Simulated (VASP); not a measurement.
Wanted: the native input for a VASP 6.6.1 run.

```
Task                   : single point
Functional             : PBE
Potentials or basis    : VASP PAW PBE potentials, release 64 (C, O, H)
Cutoff                 : 520 eV
k mesh                 : 1 × 1 × 1
Occupations            : fermi-dirac, width 0.05 eV
Spin                   : no spin polarisation
Dipole correction      : no
Further INCAR settings : LREAL = Auto; ALGO = Normal; EDIFF = 1e-06; NBANDS = 80
```

The structure of H4C3O2 lies in POSCAR:

```
H4C3O2
1.0
    8.6677180000      0.0000000000      0.0000000000
    0.0000000000      8.6677180000      0.0000000000
    0.0000000000      0.0000000000      8.6677180000
C O H
12 8 16
Direct
    0.4733771911      0.9916335534      0.8953336968
    0.5731843145      0.2632526808      0.4501069370
    0.9295756969      0.4712082234      0.1606535884
    0.8939953976      0.4470611527      0.6567472546
    0.4936247349      0.7089409231      0.3303637705
    0.3674092766      0.7323265478      0.2450818082
    0.8780050297      0.9891300109      0.9165388168
    0.8561538343      0.8668486907      0.8231578369
    0.1584038613      0.0228433828      0.5336006548
    0.1600190500      0.0778520944      0.3854993898
    0.4085158285      0.3641673622      0.8386636483
    0.5096958623      0.3959173568      0.9504462420
    0.4692699970      1.0036090237      1.0326593459
    0.4805186325      0.9797965278      0.7595540141
    0.6442180052      0.1708177400      0.5211175537
    0.4892637255      0.3491230333      0.3859377982
    0.8254998605      0.5376501635      0.1008916072
    1.0284137070      0.3952135960      0.2176812859
    0.9630677879      0.4003360515      0.7611345916
    0.8149780600      0.4910058218      0.5534905496
    0.4832413791      0.6402723300      0.4364009074
    0.6000425948      0.7693835909      0.3002866498
    0.2487159827      0.6782869493      0.2539422718
    0.3805846014      0.8120245721      0.1447785911
    0.9183270614      0.9575184610      1.0410121788
    0.8369100148      1.1025970157      0.8801047750
    0.8898305183      0.7429521819      0.8552654805
    0.8082404158      0.8801855344      0.7022032789
    0.0584236820     -0.0022266530      0.6009078745
    0.2694365460      0.0194630236      0.5916320766
    0.0596350735      0.0864587427      0.3074973136
    0.2689404524      0.1025298700      0.3375167489
    0.4374277059      0.2879881417      0.7448557971
    0.2833156316      0.3915217362      0.8416286732
    0.6276738583      0.3402625697      0.9536881564
    0.4880407969      0.4683585691      1.0574986404
```

These files were run (other wordings do the same):

INCAR

```
SYSTEM = H4C3O2
  PREC = Accurate
  ENCUT = 520
  EDIFF = 1E-6
  ISMEAR = -1
  SIGMA = 0.05
  LREAL = Auto
  LASPH = .True.
  NELM = 100
  ALGO = Normal
  ISIF = 2
  LWAVE = .False.
  LCHARG = .True.
  GGA = PE
  LELF = .True.
  LVHAR = .True.
  NBANDS = 80
```

KPOINTS

```
regular mesh
0
Gamma
  1 1 1
  0 0 0
```

Potentials or basis: VASP PAW PBE potentials, release 64 (C, O, H).

The run is started by

```sh
$ cat potpaw_PBE.64/C/POTCAR potpaw_PBE.64/O/POTCAR potpaw_PBE.64/H/POTCAR > POTCAR
$ mpirun -np 1 vasp_gam > vasp.out
```

Results of the run:

```
Pressure               : -1.3 GPa
Largest force          : 2.871 eV/Å
Band gap on the k mesh : 4.25 eV
```

Caveat: the k points lie up to 0.72 Å⁻¹ apart; the atoms stand as in a frame of molecular dynamics.

It took 66 s on 1 thread of Intel(R) Xeon(R) Platinum 8488C (Sapphire Rapids) (shared host), peak memory 0.54 GiB.
